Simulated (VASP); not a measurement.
BaSi3: single point with PBE

BaSi3:

```
Ba Si
1.0
     4.53228    0.00000    0.00000
     0.00000    4.53228    0.00000
     0.00000    0.00000    4.53228
Ba Si
1 3
Direct
  0.00000 0.00000 0.00000
  0.00000 0.50000 0.50000
  0.50000 0.50000 0.00000
  0.50000 0.00000 0.50000
```

```
Program             : VASP 6.6.1
Task                : single point
Functional          : PBE
Potentials or basis : VASP PAW PBE potentials, release 64 (Ba_sv, Si)
Cutoff              : 520 eV
k mesh              : 8 × 8 × 8
Occupations         : gaussian, width 0.05 eV
Spin                : no spin polarisation
```

```
Pressure               : -0.7 GPa
Band gap on the k mesh : zero (band 11 reaches 6.69 eV, above the bottom of band 12 at 4.74 eV)
```

Levels at points of the mesh, in eV from the Fermi level:
| k point | band 8 | band 9 | band 10 | band 11 | band 12 | band 13 | band 14 | band 15 |
| --- | --- | --- | --- | --- | --- | --- | --- | --- |
| (0.00, 0.00, 0.00) | -1.80 | -1.80 | -1.80 | 1.65 | 1.65 | 1.65 | 2.90 | 2.90 |
| (0.50, 0.00, 0.00) | -2.26 | -2.26 | -1.52 | 0.51 | 0.51 | 1.01 | 1.02 | 3.13 |
| (0.50, 0.50, 0.00) | -3.44 | -1.05 | -1.05 | -0.60 | -0.08 | 1.21 | 1.21 | 3.56 |
| (0.50, 0.50, 0.50) | -4.25 | -1.42 | -1.42 | -1.42 | 4.25 | 4.75 | 4.75 | 4.75 |

Wall time 21 s on 1 thread of Intel(R) Xeon(R) 6975P-C (Granite Rapids), on a shared host, peak memory 0.23 GiB.

Caveat: spin-orbit coupling is left out, which moves the levels of the heavy elements.
